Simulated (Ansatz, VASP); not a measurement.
Al4SiPd: VASP beside Ansatz

The input INCAR:

```
SYSTEM = Al4SiPd
  PREC = Accurate
  ENCUT = 500
  EDIFF = 1E-6
  ISMEAR = 1
  SIGMA = 0.05
  LREAL = .FALSE.
  LASPH = .TRUE.
  NELM = 120
  ALGO = Normal
  ISIF = 2
  LWAVE = .FALSE.
  LCHARG = .FALSE.
  GGA = CA
  NBANDS = 22
  GGA_COMPAT = .FALSE.
```

File KPOINTS:

```
Automatic mesh
0
G
  7 7 7
  0 0 0
```

The input POSCAR:

```
Al4SiPd
1.0
    2.1224299800      1.2253855200      6.8934317100
   -2.1224299800      1.2253855200      6.8934317100
    0.0000000000     -2.4507710400      6.8934317100
Al Si Pd
4 1 1
Direct
    0.6296239995      0.6296239995      0.6296239995
    0.1201669998      0.1201669998      0.1201669998
    0.8798329993      0.8798329993      0.8798329993
    0.3703759996      0.3703759996      0.3703759996
    0.4999999998      0.4999999998      0.4999999998
    0.0000000000      0.0000000000      0.0000000000
```

Input for Ansatz:

```yaml
crystal:
  lattice:
    - [2.12242998, 1.22538552, 6.89343171]
    - [-2.12242998, 1.22538552, 6.89343171]
    - [0.0, -2.45077104, 6.89343171]
  atoms:
    - { symbol: Al, position: [0.6296239994714233, 0.6296239994714233, 0.6296239994714233] }
    - { symbol: Al, position: [0.12016699976370213, 0.12016699976370213, 0.12016699976370213] }
    - { symbol: Al, position: [0.8798329992691937, 0.8798329992691937, 0.8798329992691937] }
    - { symbol: Al, position: [0.37037599956147244, 0.37037599956147244, 0.37037599956147244] }
    - { symbol: Si, position: [0.49999999975822396, 0.49999999975822396, 0.49999999975822396] }
    - { symbol: Pd, position: [0.0, 0.0, 0.0] }
basis:
  ecutwfc: 475.0
kpoints:
  mp_grid:
    grid: [7, 7, 7]
hamiltonian:
  xc: lda
scf:
  occupations:
    method: cold
    width: 0.05
output:
  stress: true
```

Alike in both runs: task single point; functional LDA; k mesh 7 × 7 × 7; no spin polarisation.

|  | VASP | Ansatz |
| --- | --- | --- |
| version | VASP 6.6.1 | Ansatz 0.2.0 |
| potentials or method | VASP PAW LDA potentials, release 64 (Al, Si, Pd), cutoff 500 eV | plane waves, PAW |
| occupations | methfessel-paxton of order 1, width 0.05 eV | cold, width 0.05 eV |
| valence electrons in the cell | 26 | 34 |

|  | VASP | Ansatz | Ansatz less VASP |
| --- | --- | --- | --- |
| pressure (GPa) | -4.5 | -4.6 | -0.10 |

LDA's correlation is that of Perdew and Zunger in VASP and of Perdew and Wang (1992) in Ansatz. VASP's potentials hold 26 valence electrons a cell and Ansatz's 34, so a difference there can come from the potentials and not from the codes.
